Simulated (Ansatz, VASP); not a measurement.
**C in VASP and in Ansatz**

The input INCAR:

```
SYSTEM = C
ALGO = Normal
DIPOL = 0.5 0.5 0.500
EDIFF = 1E-6
ENCUT = 520
GGA = PE
IDIPOL = 3
ISIF = 2
ISMEAR = 0
LASPH = .True.
LCHARG = .False.
LDIPOL = .True.
LREAL = .False.
LWAVE = .False.
NBANDS = 41
NELM = 100
PREC = Accurate
SIGMA = 0.05
```

Contents of KPOINTS:

```
k-points
0
Gamma
  10 10 1
  0 0 0
```

POSCAR

```
C
1.0
    2.5254142366      0.0000000000      0.0000000000
    0.0000000000      2.5254142366      0.0000000000
    0.0000000000      0.0000000000     26.6072939580
C
14
Direct
    0.0000000000      0.5000000000      0.2818775939
    0.0000000000      0.0000000000      0.3154348871
    0.5000000000      0.0000000000      0.3489921804
    0.5000000000      0.5000000000      0.3825494736
    0.0000000000      0.5000000000      0.4161067669
    0.0000000000      0.0000000000      0.4496640601
    0.5000000000      0.0000000000      0.4832213534
    0.5000000000      0.5000000000      0.5167786466
    0.0000000000      0.5000000000      0.5503359399
    0.0000000000      0.0000000000      0.5838932331
    0.5000000000      0.0000000000      0.6174505264
    0.5000000000      0.5000000000      0.6510078196
    0.0000000000      0.5000000000      0.6845651129
    0.0000000000      0.0000000000      0.7181224061
```

Input for Ansatz:

```yaml
crystal:
  lattice:
    - [2.5254142366, 0.0, 0.0]
    - [0.0, 2.5254142366, 0.0]
    - [0.0, 0.0, 26.607293958]
  atoms:
    - { symbol: C, position: [0.0, 0.5, 0.2818775939] }
    - { symbol: C, position: [0.0, 0.0, 0.3154348871] }
    - { symbol: C, position: [0.5, 0.0, 0.3489921804] }
    - { symbol: C, position: [0.5, 0.5, 0.3825494736] }
    - { symbol: C, position: [0.0, 0.5, 0.4161067669] }
    - { symbol: C, position: [0.0, 0.0, 0.4496640601] }
    - { symbol: C, position: [0.5, 0.0, 0.4832213534] }
    - { symbol: C, position: [0.5, 0.5, 0.5167786466] }
    - { symbol: C, position: [0.0, 0.5, 0.5503359399] }
    - { symbol: C, position: [0.0, 0.0, 0.5838932331] }
    - { symbol: C, position: [0.5, 0.0, 0.6174505264] }
    - { symbol: C, position: [0.5, 0.5, 0.6510078196] }
    - { symbol: C, position: [0.0, 0.5, 0.6845651129] }
    - { symbol: C, position: [0.0, 0.0, 0.7181224061] }
basis:
  ecutwfc: 420
kpoints:
  mp_grid: { grid: [10, 10, 1] }
hamiltonian:
  xc: pbe
scf:
  occupations: { method: gaussian, width: 0.05 }
output:
  forces: true
  stress: true
  eigenvalues: true
  write_density: true
  write_potential: true
  elf: true
  volumetric_format: npy
efield:
  axis: 3
  dipole_correction: true
  ramp_width: 0.04
```

Alike in both runs: task single point; functional PBE; k mesh 10 × 10 × 1; occupations gaussian, width 0.05 eV; no spin polarisation.

|  | VASP | Ansatz |
| --- | --- | --- |
| version | VASP 6.6.1 | Ansatz 0.2.0 |
| potentials or method | VASP PAW PBE potentials, release 64 (C), cutoff 520 eV | scalar-relativistic, plane waves, PAW |
| valence electrons in the cell | 56 | 56 |

```tsv
	VASP	Ansatz	Ansatz less VASP
gap on the k mesh at the Fermi level (eV)	none	none	-
rms of the force components (eV/Å)	0.709	0.715	+0.0057
```

Atom by atom the forces differ by 0.008 eV/Å (rms over components). A gap of «none» marks a metal or a gap that the smearing closes. The functional is the same, so the differences come from potentials, cutoffs and numerics. Ansatz's warnings: xc potential rough in thin density.
